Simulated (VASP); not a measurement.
Input of a VASP 6.6.1 run:

POSCAR

```
Ti
1.0
    0.0888125000      2.0300000000      2.0300000000
    2.0300000000      0.0888125000      2.0300000000
    2.1188125000      2.1188125000      0.0000000000
Ti
1
Direct
    0.0000000000      0.0000000000      0.0000000000
```

INCAR.step1

```
SYSTEM = Ti
PREC = Accurate
ENCUT = 520
ISMEAR = 0
SIGMA = 0.15
LREAL = .False.
LASPH = .True.
NELM = 100
NBANDS = 12
GGA = PE
ALGO = Normal
EDIFF = 1E-4
LWAVE = .True.
LCHARG = .False.
```

Contents of INCAR.step2:

```
SYSTEM = Ti
PREC = Accurate
ENCUT = 520
EDIFF = 1E-7
ISMEAR = 0
SIGMA = 0.15
LREAL = .False.
LASPH = .True.
NELM = 100
ALGO = Normal
ISIF = 2
LWAVE = .False.
LCHARG = .False.
METAGGA = R2SCAN
LMIXTAU = .True.
NBANDS = 12
ISTART = 1
```

Contents of KPOINTS:

```
regular mesh
0
Gamma
  20 20 20
  0 0 0
```

Potentials or basis: VASP PAW PBE potentials, release 64 (Ti_sv).

Run with:

```sh
$ cat potpaw_PBE.64/Ti_sv/POTCAR > POTCAR
$ cp INCAR.step1 INCAR
$ mpirun -np 1 vasp_std > vasp.out
$ cp INCAR.step2 INCAR
$ mpirun -np 1 vasp_std > vasp.out
```

**Question.** Estimate the pressure.

**Answer.** 5.1 GPa.

**Question.** Estimate the band gap on the k mesh.

**Answer.** Zero (bands 6 and 7 overlap by 1.30 eV).

Stress tensor (GPa, compression positive):
```
 5.15 -5.97  0.00
-5.97  5.15  0.00
 0.00  0.00  4.94
```

Caveat: the cell differs from its parent crystal (strain +0.0875 x Voigt [0, 0, 0, 0, 0, 1]); the cell stands under pressure; the PAW data sets were made with another functional, which shifts forces and pressure a little.
